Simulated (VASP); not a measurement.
# Bi (a cell with a defect) in VASP: single point with PBE

Aim: the single point of Bi (a cell with a defect) with PBE.

All numbers are computed with VASP 6.6.1; they aren't measurements. Logs are shortened: lines on timing, memory, paths and dates and some standing lists are left out, and cuts for length are marked.

**1. The cell of the first run**

The cell holds a defect, 15 atoms: a = 9.193 Å, b = 9.193 Å, c = 9.597 Å, α = 118.62°, β = 118.62°, γ = 60.00°.

**2. Single point, PBE**

INCAR reads:

```
PREC     = Accurate       # precision mode
ENCUT    = 520            # plane-wave cutoff, eV
EDIFF    = 1E-6           # SCF threshold, eV
ISMEAR   = -1             # smearing method
SIGMA    = 0.05           # smearing width, eV
LREAL    = Auto         
LASPH    = True           # aspherical terms in the spheres
NELM     = 60             # most SCF steps
ALGO     = Normal         # electronic algorithm
ISIF     = 2              # what is computed and relaxed
LWAVE    = False          # write WAVECAR
LCHARG   = True           # write CHGCAR
GGA      = PE             # functional
LELF     = True           # ELF
LVHAR    = True         
NBANDS   = 126            # bands
```

KPOINTS reads:

```
regular mesh
0
Gamma
  2 2 2
```

POSCAR reads:

```
Bi
1.0
    4.5963650100      7.9611377200     -0.0000039800
   -4.5963650100      7.9611377200     -0.0000039800
    0.0000000000     -5.3074211500      7.9956146600
Bi
15
Direct
    0.1140912415      0.1489614051      0.3621799161
    0.3736378143      0.4018079008      0.1438940138
    0.2628261060      0.0248874311      0.8644277443
    0.3940613234      0.3961120744      0.6723987302
    0.1085218732      0.5879372362      0.3372666001
    0.3410281754      0.8677093669      0.1319275447
    0.0894434509      0.6169635662      0.8280323769
    0.6024790889      0.6716876916      0.8629701861
    0.5947689494      0.1151229693      0.3349578412
    0.8489998202      0.3724310543      0.1254316152
    0.6214321888      0.0950899608      0.8426076216
    0.8271342994      0.3844207648      0.6239822746
    0.6600268018      0.6162765775      0.3910663798
    0.8915889109      0.8906714468      0.1704713335
    0.8890634698      0.9170658151      0.6535036280
```

Potentials or basis: VASP PAW PBE potentials, release 64 (Bi_d).

On the command line:

```console
$ cat potpaw_PBE.64/Bi_d/POTCAR > POTCAR
$ mpirun -np 1 vasp_std > vasp.out
```

OUTCAR:

```text
PREC = Accurate
   ENCUT = 520
   EDIFF = 1E-6
   ISMEAR = -1
   LREAL = Auto
   LASPH = True
   NELM = 60
   ISIF = 2
   GGA = PE

 ion  position               nearest neighbor table
   1  0.114  0.149  0.362-   6 3.08  10 3.08  14 3.21   4 3.56  12 3.66
   2  0.374  0.402  0.144-   5 3.07   9 3.18  13 3.34   3 3.50   7 3.59  11 3.68
   3  0.263  0.025  0.864-   6 3.15   8 3.19  15 3.42   2 3.50  11 3.77
   4  0.394  0.396  0.672-   7 3.10  11 3.16   8 3.24   1 3.56   5 3.61   9 3.68
   5  0.109  0.588  0.337-   2 3.07  14 3.15  10 3.16   4 3.61  15 3.66
   6  0.341  0.868  0.132-   1 3.08   3 3.15   9 3.33   7 3.41  13 3.45   8 3.58
   7  0.089  0.617  0.828-   4 3.10  15 3.19  12 3.29   6 3.41   2 3.59  14 3.70
   8  0.602  0.672  0.863-  12 3.13   3 3.19   4 3.24  14 3.46   6 3.58  10 3.74
   9  0.595  0.115  0.335-  14 3.09   2 3.18   6 3.33  12 3.38  15 3.53   4 3.68
  10  0.849  0.372  0.125-  13 3.07   1 3.08   5 3.16  11 3.39   8 3.74
  11  0.621  0.095  0.843-  15 3.07   4 3.16  10 3.39  14 3.62   2 3.68   3 3.77
  12  0.827  0.384  0.624-   8 3.13  13 3.15   7 3.29   9 3.38   1 3.66
  13  0.660  0.616  0.391-  10 3.07  12 3.15   2 3.34   6 3.45  15 3.53
  14  0.892  0.891  0.170-   9 3.09   5 3.15   1 3.21   8 3.46  11 3.62   7 3.70
  15  0.889  0.917  0.654-  11 3.07   7 3.19   3 3.42   9 3.53  13 3.53   5 3.66

  LATTYP: Found a trigonal (rhomboedric) cell.
 ALAT       =     9.5968001482
 COS(alpha) =     0.5412182714

  Lattice vectors:

 A1 = (  -4.5963650100,   2.6537165700,   7.9956106800)
 A2 = (   0.0000000000,  -5.3074211500,   7.9956146600)
 A3 = (   4.5963650100,   2.6537165700,   7.9956106800)

Analysis of symmetry for initial positions (statically):
=====================================================================
 Subroutine PRICEL returns:
 Original cell was already a primitive cell.

 Routine SETGRP: Setting up the symmetry group for a
 trigonal (rhombohedral) supercell.

 Subroutine GETGRP returns: Found  1 space group operations
 (whereof  1 operations were pure point group operations)
 out of a pool of 12 trial point group operations.

The static configuration has the point symmetry C_1 .

Analysis of symmetry for dynamics (positions and initial velocities):
=====================================================================
 Subroutine PRICEL returns:
 Original cell was already a primitive cell.

 Routine SETGRP: Setting up the symmetry group for a
 trigonal (rhombohedral) supercell.

 Subroutine GETGRP returns: Found  1 space group operations
 (whereof  1 operations were pure point group operations)
 out of a pool of 12 trial point group operations.

The dynamic configuration has the point symmetry C_1 .

 Subroutine INISYM returns: Found  1 space group operations
 (whereof  1 operations are pure point group operations),
 and found     1 'primitive' translations

----------------------------------------------------------------------------------------

                                     Primitive cell

  volume of cell :     585.1556

  direct lattice vectors                    reciprocal lattice vectors
     4.596365010  7.961137720 -0.000003980     0.108781613  0.062805114  0.041689502
    -4.596365010  7.961137720 -0.000003980    -0.108781613  0.062805114  0.041689502
     0.000000000 -5.307421150  7.995614660     0.000000000  0.000000063  0.125068600

  length of vectors
     9.192730014  9.192730014  9.596800147     0.132347785  0.132347785  0.125068600

  position of ions in fractional coordinates (direct lattice)
     0.114091241  0.148961405  0.362179916
     0.373637814  0.401807901  0.143894014
     0.262826106  0.024887431  0.864427744
     0.394061323  0.396112074  0.672398730
     0.108521873  0.587937236  0.337266600
     0.341028175  0.867709367  0.131927545
     0.089443451  0.616963566  0.828032377
     0.602479089  0.671687692  0.862970186
     0.594768949  0.115122969  0.334957841
     0.848999820  0.372431054  0.125431615
     0.621432189  0.095089961  0.842607622
     0.827134299  0.384420765  0.623982275
     0.660026802  0.616276578  0.391066380
     0.891588911  0.890671447  0.170471333
     0.889063470  0.917065815  0.653503628
[... 30 lines left out ...]
     0.054390807  0.031402557  0.020844751     0.500000000  0.000000000  0.000000000
    -0.054390807  0.031402557  0.020844751     0.000000000  0.500000000  0.000000000
     0.000000000  0.000000031  0.062534300    -0.000000000 -0.000000000  0.500000000

  Length of vectors
     0.066173893  0.066173893  0.062534300

  Shift w.r.t. Gamma in fractional coordinates (k-lattice)
     0.000000000  0.000000000  0.000000000

 Subroutine IBZKPT returns following result:
 ===========================================

 Found      8 irreducible k-points:

 Following reciprocal coordinates:
            Coordinates               Weight
  0.000000  0.000000  0.000000      1.000000
  0.500000 -0.000000  0.000000      1.000000
 -0.000000  0.500000  0.000000      1.000000
  0.500000  0.500000  0.500000      1.000000
  0.500000  0.500000  0.000000      1.000000
  0.000000  0.500000  0.500000      1.000000
  0.500000  0.000000  0.500000      1.000000
 -0.000000 -0.000000  0.500000      1.000000
   k-points           NKPTS =      8   k-points in BZ     NKDIM =      8   number of bands    NBANDS=    126
   number of dos      NEDOS =    301   number of ions     NIONS =     15
   total plane-waves  NPLWV = 352800
   dimension x,y,z NGX =    70 NGY =   70 NGZ =   72
   dimension x,y,z NGXF=   140 NGYF=  140 NGZF=  144
   ions per type =              15
   NGX,Y,Z   is equivalent  to a cutoff of  12.66, 12.66, 12.47 a.u.
   NGXF,Y,Z  is equivalent  to a cutoff of  25.32, 25.32, 24.95 a.u.
 SYSTEM =  unknown system
   PREC   = accura    normal or accurate (medium, high low for compatibility)
   ISTART =      0    job   : 0-new  1-cont  2-samecut
   ICHARG =      2    charge: 1-file 2-atom 10-const
   ISPIN  =      1    spin polarized calculation?
   LNONCOLLINEAR =      F non collinear calculations
   LSORBIT =      F    spin-orbit coupling
   LASPH  =      T    aspherical Exc in radial PAW
   ENCUT  =  520.0 eV  38.22 Ry    6.18 a.u.  17.09 17.09 17.84*2*pi/ulx,y,z
   NELM   =     60;   NELMIN=  2; NELMDL= -5     # of ELM steps
   EDIFF  = 0.1E-05   stopping-criterion for ELM
   LREAL  =      T    real-space projection
   EDIFFG = 0.1E-04   stopping-criterion for IOM
   NSW    =      0    number of steps for IOM
   IBRION =     -1    ionic relax: 0-MD 1-quasi-New 2-CG
   NFREE  =      0    steps in history (QN), initial steepest desc. (CG)
   ISIF   =      2    stress and relaxation
   ISYM   =      2    0-nonsym 1-usesym 2-fastsym
   POTIM  = 0.5000    time-step for ionic-motion
   TEBEG  =    0.0;   TEEND  =   0.0 temperature during run
   PSTRESS=    0.0 pullay stress
   NELECT =     225.0000    total number of electrons
   NUPDOWN=      -1.0000    fix difference up-down
   EMIN   =  10.00;   EMAX   =-10.00  energy-range for DOS
   EFERMI =   0.00;   METHOD = LEGACY
   ISMEAR =    -1;   SIGMA  =   0.05  broadening in eV -4-tet -1-fermi 0-gaus
   EFERMI_NEDOS =   21; number of points for ismear=-14 and -15
   IALGO  =     38    algorithm
   IMIX   =      4    mixing-type and parameters
     AMIX     =   0.40;   BMIX     =  1.00
     AMIX_MAG =   1.60;   BMIX_MAG =  1.00
  volume/ion in A,a.u.               =      39.01       263.25
  Fermi-wavevector in a.u.,A,eV,Ry     =   1.190452  2.249628 19.281849  1.417176
  Thomas-Fermi vector in A             =   2.326536
   LORBIT       =      0    0 simple, 1 ext, 2 COOP (PROOUT), +10 PAW based schemes
   GGA     = PE    functional components
   LHFCALC =     F    Hartree Fock is set to
   AEXX    =    0.0000 exact exchange contribution
   IVDW    =     0    specifies the selected vdW correction
   LEPSILON=     F    determine dielectric tensor
   LRPA    =     F    only Hartree local field effects (RPA)
 non-spin polarized calculation
  energy-cutoff  :      520.00
  volume of cell :      585.16
 maximum number of plane-waves:     15768
 NGX is ok and might be reduce to    70
   NGX = 35   NGY = 35   NGZ = 35

 number of electron     225.0000013 magnetization

 Free energy of the ion-electron system (eV)
  ---------------------------------------------------
  ext. energy  EPLUGINS =         0.00000000
  ---------------------------------------------------
  free energy    TOTEN  =       -57.37814674 eV

  energy without entropy =      -57.34640628  energy(sigma->0) =      -57.36227651

 E-fermi :   5.1963     XC(G=0):  -9.0347

 val. band max:        5.1667459787   @ k =   0.0000   0.0000   0.0000
 cond. band min:       5.2056158343   @ k =  -0.0000   0.5000   0.0000
 fundamental gap:      0.0388698555
 Fermi energy:         5.1962709125

 k-point     1 :       0.0000    0.0000    0.0000
  band No.  band energies     occupation
      1     -17.6458      2.00000
      2     -17.6337      2.00000
      3     -17.5977      2.00000
      4     -17.5840      2.00000
      5     -17.5812      2.00000
      6     -17.5663      2.00000
[... 1005 lines left out ...]
    123       7.5021      0.00000
    124       7.5192      0.00000
 [bands above 124 left out]

------------------------ aborting loop because EDIFF is reached ----------------------------------------

  FORCE on cell =-STRESS in cart. coord.  units (eV):
  Direction    XX          YY          ZZ          XY          YZ          ZX
  --------------------------------------------------------------------------------------
  -------------------------------------------------------------------------------------
  Total       -4.4811500     -6.2676881     -5.6441898      1.7054679     -1.6741096     -1.3030370
  in kB      -12.2695522    -17.1611585    -15.4539975      4.6696332     -4.5837732     -3.5677628
  external PRESSURE =     -14.9615694 kB  Pullay stress =       0.0000000 kB

 VOLUME and BASIS-vectors are now :
 -----------------------------------------------------------------------------
  energy-cutoff  :      520.00
  volume of cell :      585.16
      direct lattice vectors                 reciprocal lattice vectors
     4.596365010  7.961137720 -0.000003980     0.108781613  0.062805114  0.041689502
    -4.596365010  7.961137720 -0.000003980    -0.108781613  0.062805114  0.041689502
     0.000000000 -5.307421150  7.995614660     0.000000000  0.000000063  0.125068600

 POSITION                                       TOTAL-FORCE (eV/Angst)
 -----------------------------------------------------------------------------------
     -0.16028      0.17196      2.89585        -0.002870     -0.011087      0.006328
     -0.12948      5.40972      1.15052        -0.002184      0.014872     -0.000119
      1.09365     -2.29735      6.91163        -0.000462     -0.004611      0.004430
     -0.00943      2.72198      5.37624        -0.012531     -0.000802     -0.009819
     -2.20357      3.75459      2.69665         0.000679     -0.004854      0.011829
     -2.42082      8.92273      1.05484         0.008511      0.002182      0.010445
     -2.42468      1.22909      6.62063         0.004927     -0.000994     -0.009939
     -0.31811      5.56367      6.89997         0.004320     -0.006841      0.005954
      2.20463      3.87379      2.67819        -0.010574     -0.023074     -0.000383
      2.19048      9.05826      1.00290         0.012230      0.005226     -0.028509
      2.41926      1.23226      6.73716        -0.001600      0.004869      0.010756
      2.03487      6.33362      4.98912         0.010563      0.002041      0.006513
      0.20109      8.08527      3.12681        -0.024341     -0.013382      0.019329
      0.00422     13.28406      1.36302         0.012869      0.016076     -0.021055
     -0.12871     10.91043      5.22516         0.000463      0.020379     -0.005760
 -----------------------------------------------------------------------------------
    total drift:                               -0.019150      0.021403      0.032402

  FREE ENERGIE OF THE ION-ELECTRON SYSTEM (eV)
  ---------------------------------------------------
  free  energy   TOTEN  =       -57.3781467390 eV

  energy  without entropy=      -57.3464062847  energy(sigma->0) =      -57.36227651
```

Wall time 18 min (1 thread of Intel Xeon Platinum 8488C (Sapphire Rapids), shared host); peak memory 0.86 GiB.

Results:

```
Free energy            : -57.3781 eV
Pressure               : -1.5 GPa
Largest force          : 0.034 eV/Å
Band gap on the k mesh : zero (an odd number of electrons rules out a gap without spin polarisation)
```

Forces on the atoms (eV/Å):
```
Bi  -0.003 -0.011  0.006
Bi  -0.002  0.015  0.000
Bi   0.000 -0.005  0.004
Bi  -0.013 -0.001 -0.010
Bi   0.001 -0.005  0.012
Bi   0.009  0.002  0.010
Bi   0.005 -0.001 -0.010
Bi   0.004 -0.007  0.006
Bi  -0.011 -0.023  0.000
Bi   0.012  0.005 -0.029
Bi  -0.002  0.005  0.011
Bi   0.011  0.002  0.007
Bi  -0.024 -0.013  0.019
Bi   0.013  0.016 -0.021
Bi   0.000  0.020 -0.006
```

Caveat: the k points lie up to 0.42 Å⁻¹ apart, too coarse for converged energies and pressures of a metal; spin-orbit coupling is left out, which moves the levels of the heavy elements.

The gap in the log of VASP goes by the Fermi energy; the results here count the filled bands.